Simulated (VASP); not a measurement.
Input of a VASP 6.6.1 run:

The input INCAR:

```
SYSTEM = BN
PREC = Accurate ; ENCUT = 520
EDIFF = 1E-6 ; ISMEAR = 0
SIGMA = 0.02 ; LREAL = .FALSE.
LASPH = .TRUE. ; NELM = 80
ALGO = Normal ; ISIF = 2
LWAVE = .FALSE. ; LCHARG = .FALSE.
GGA = PE ; NBANDS = 16
```

Contents of KPOINTS:

```
regular mesh
0
G
  12 12 4
  0 0 0
```

POSCAR

```
BN
1.0
    2.4714147722      0.0000000000      0.0000000000
   -1.2357073862      2.1403079760      0.0000000000
    0.0000000000      0.0000000000      6.4746197880
B N
2 2
Direct
    0.3333333333      0.6666666667      0.2500000000
    0.6666666667      0.3333333333      0.7500000000
    0.3333333333      0.6666666667      0.7500000000
    0.6666666667      0.3333333333      0.2500000000
```

Potentials or basis: VASP PAW PBE potentials, release 64 (B, N).

Run with:

```sh
$ cat potpaw_PBE.64/B/POTCAR potpaw_PBE.64/N/POTCAR > POTCAR
$ mpirun -np 1 vasp_std > vasp.out
```

Q: Estimate the pressure.

A: 14.2 GPa.

Q: Predict the band gap on the k mesh.

A: 4.29 eV, indirect (least direct gap 4.72 eV).

Stress tensor (GPa, compression positive):
```
19.41  0.00  0.00
 0.00 19.41  0.00
 0.00  0.00  3.91
```

Caveat: the cell differs from its parent crystal (strained); this functional lacks dispersion, which binds the layers, so the pressure and a relaxed spacing across them are unreliable. A k mesh can miss the band edges.
